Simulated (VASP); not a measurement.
CdTe: single point with PBEsol

Crystal: CdTe.

```
Te Cd
1.0
     0.00000    3.20500    3.20500
     3.20500    0.00000    3.20500
     3.20500    3.20500    0.00000
Te Cd
1 1
Direct
  0.75000 0.75000 0.75000
  0.00000 0.00000 0.00000
```

* Program: VASP 6.6.1
* Task: single point
* Functional: PBEsol
* Potentials or basis: VASP PAW PBE potentials, release 64 (Te, Cd)
* Cutoff: 520 eV
* k mesh: 7 × 7 × 7
* Occupations: fermi-dirac, width 0.05 eV
* Spin: no spin polarisation
* Dipole correction: no
* Further INCAR settings: ALGO = Normal; EDIFF = 1e-07; NBANDS = 16

The pressure is 1.9 GPa. The band gap on the k mesh is 0.76 eV, direct.

Levels at points of the mesh, in eV from the valence-band top:
| k point | band 5 | band 6 | band 7 | band 8 | band 9 | band 10 | band 11 | band 12 | band 13 | band 14 |
| --- | --- | --- | --- | --- | --- | --- | --- | --- | --- | --- |
| (0.00, 0.00, 0.00) | -8.09 | -8.09 | 0.00 | 0.00 | 0.00 | 0.76 | 4.52 | 4.52 | 4.52 | 7.34 |

Run time: 11 s on 1 thread of Intel(R) Xeon(R) 6975P-C (Granite Rapids), on a shared host, peak memory 0.21 GiB.

Caveat: the PAW data sets were made with another functional, which shifts forces and pressure a little; spin-orbit coupling is left out, which moves the levels of the heavy elements. As with any semilocal functional, this PBEsol gap is likely too small.
